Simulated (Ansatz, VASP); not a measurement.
# GdSb2Au3: VASP beside Ansatz

Contents of INCAR:

```
SYSTEM = GdSb2Au3
PREC = Accurate ; ENCUT = 520
EDIFF = 1E-7 ; ISMEAR = 0
SIGMA = 0.1 ; LREAL = .False.
LASPH = .True. ; NELM = 150
ALGO = Normal ; ISIF = 2
LWAVE = .False. ; LCHARG = .True.
ISPIN = 2 ; MAGMOM = 7 0 0 0 0 0
LORBIT = 11 ; LMAXMIX = 6
GGA = PE ; LELF = .True.
LVHAR = .True. ; NBANDS = 44
```

The input KPOINTS:

```
Automatic mesh
0
Gamma
  3 3 6
  0 0 0
```

Contents of POSCAR:

```
GdSb2Au3
1.0
    6.6609368000      0.0000000000      0.0000000000
   -3.3304684000      5.7685404800      0.0000000000
    0.0000000000      0.0000000000      3.6669710700
Gd Sb Au
1 2 3
Direct
    0.0000000000      0.0000000000      0.0000000000
    0.3333333300      0.6666666700      0.0000000000
    0.6666666700      0.3333333300      0.0000000000
    0.5000000000      0.0000000000      0.5000000000
    0.5000000000      0.5000000000      0.5000000000
    0.0000000000      0.5000000000      0.5000000000
```

Input for Ansatz:

```yaml
crystal:
  lattice:
    - [6.6609368, 0.0, 0.0]
    - [-3.3304684, 5.76854048, 0.0]
    - [0.0, 0.0, 3.66697107]
  atoms:
    - { symbol: Gd, position: [0.0, 0.0, 0.0], spin: 7.0 }
    - { symbol: Sb, position: [0.33333333, 0.66666667, 0.0] }
    - { symbol: Sb, position: [0.66666667, 0.33333333, 0.0] }
    - { symbol: Au, position: [0.5, 0.0, 0.5] }
    - { symbol: Au, position: [0.5, 0.5, 0.5] }
    - { symbol: Au, position: [0.0, 0.5, 0.5] }
basis:
  ecutwfc: 420
kpoints:
  mp_grid: { grid: [3, 3, 6] }
hamiltonian:
  xc: pbe
scf:
  occupations: { method: gaussian, width: 0.1 }
  lower_state_search: "off"
output:
  forces: true
  stress: true
  eigenvalues: true
  populations: true
magnetization:
  spin_polarized: true
```

Change from the starting cell: species swapped into the GdB2Ru3 type (P6/mmm, No. 191).

Alike in both runs: task single point; functional PBE; k mesh 3 × 3 × 6; occupations gaussian, width 0.1 eV; collinear spin.

|  | VASP | Ansatz |
| --- | --- | --- |
| version | VASP 6.6.1 | Ansatz 0.2.0 |
| potentials or method | VASP PAW PBE potentials, release 64 (Gd, Sb, Au), cutoff 520 eV | scalar-relativistic, plane waves, PAW |
| valence electrons in the cell | 61 | 105 |

Ansatz gave:

* gap on the k mesh at the Fermi level (eV): none
* pressure (GPa): 12.6
* traceless stress, the component that is largest in VASP (GPa): 10.77
* net moment per atom (μB): 1.15
* size of the moment on the site where the two differ most (μB): 6.94

Task: What did VASP give for the same quantities?

Result: gap on the k mesh at the Fermi level (eV): none; pressure (GPa): 12.3; traceless stress, the component that is largest in VASP (GPa): 10.69; net moment per atom (μB): 1.15; size of the moment on the site where the two differ most (μB): 6.66.

Site moments also hang on the region over which each program counts them. A gap of «none» marks a metal or a gap that the smearing closes. With one functional, cell and mesh, what is left measures potentials, basis and numerics. VASP's potentials hold 61 valence electrons a cell and Ansatz's 105, so a difference there can come from the potentials and not from the codes.

The k mesh is coarse, so the values compare programs but aren't converged. Neither program's run includes spin-orbit coupling.
